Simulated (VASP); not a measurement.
# Si8NO14 (a cell with a defect): single point with PBE

Si8NO14 (a cell with a defect):

```
Si O N
1.0
    -4.16670   -4.16670    0.00000
     4.16670   -4.16670    0.00000
     0.00000    0.00000    5.32900
Si O N
8 14 1
Direct
  0.50000 0.50094 0.99990
  0.00000 0.50627 0.25000
  0.50000 0.50094 0.50010
  0.00000 0.49650 0.75000
  0.00000 0.99861 0.01412
  0.50000 0.00289 0.25000
  0.00000 0.99861 0.48588
  0.50000 0.00690 0.75000
  0.19736 0.48997 0.99755
  0.80264 0.48997 0.99755
  0.19736 0.48997 0.50245
  0.00000 0.19181 0.75000
  0.80264 0.48997 0.50245
  0.00000 0.80250 0.75000
  0.69153 0.00721 0.99972
  0.50000 0.69609 0.25000
  0.30847 0.00721 0.99972
  0.50000 0.30817 0.25000
  0.69153 0.00721 0.50028
  0.50000 0.69792 0.75000
  0.30847 0.00721 0.50028
  0.50000 0.30891 0.75000
  0.00000 0.80033 0.25000
```

```
Program             : VASP 6.6.1
Task                : single point
Functional          : PBE
Potentials or basis : VASP PAW PBE potentials, release 64 (Si, O, N)
Cutoff              : 520 eV
k mesh              : 2 × 2 × 2
Occupations         : gaussian, width 0.05 eV
Spin                : no spin polarisation
```

| Quantity | Value |
| --- | --- |
| Largest force | 0.048 eV/Å |

Forces in eV/Å, atoms in the order of the input:
```
Si  -0.002  0.002 -0.014
Si   0.006 -0.006  0.000
Si  -0.002  0.002  0.014
Si  -0.010  0.010  0.000
Si  -0.008  0.008  0.047
Si  -0.010  0.010  0.000
Si  -0.008  0.008 -0.047
Si  -0.004  0.004  0.000
O   -0.015 -0.034 -0.007
O    0.034  0.015 -0.007
O   -0.015 -0.034  0.007
O   -0.001  0.001  0.000
O    0.034  0.015  0.007
O    0.023 -0.023  0.000
O   -0.027 -0.020 -0.006
O    0.018 -0.018  0.000
O    0.020  0.027 -0.006
O   -0.009  0.009  0.000
O   -0.027 -0.020  0.006
O    0.006 -0.006  0.000
O    0.020  0.027  0.006
O   -0.012  0.012  0.000
N   -0.009  0.009  0.000
```

Levels at points of the mesh, in eV from the Fermi level:
```tsv
k point	band 59	band 60	band 61	band 62	band 63	band 64
(0.00, 0.00, 0.00)	-2.89	-1.34	-1.31	3.32	3.82	4.03
(0.50, 0.00, 0.00)	-3.14	-1.85	-0.75	3.48	4.05	4.84
(0.00, 0.50, 0.00)	-3.25	-1.43	-1.06	2.57	4.04	4.33
(0.50, 0.50, 0.00)	-3.04	-1.64	-0.86	2.93	4.78	4.80
(0.00, 0.00, 0.50)	-3.13	-1.38	-0.49	2.51	3.69	5.28
(0.50, 0.00, 0.50)	-3.15	-1.61	-0.42	3.24	3.96	5.56
(0.00, 0.50, 0.50)	-3.23	-1.29	-0.58	2.51	3.34	5.39
(0.50, 0.50, 0.50)	-3.51	-1.66	-0.33	3.15	3.39	6.05
```

It took 99 s on 1 thread of Intel(R) Xeon(R) 6975P-C (Granite Rapids), with other jobs on the host, peak memory 0.32 GiB.

Caveat: the k points lie up to 0.59 Å⁻¹ apart; the cell carries a net charge on a neutralising background, which shifts energy and pressure; the cell is charged against a uniform background, so pressure and absolute levels hang on convention.
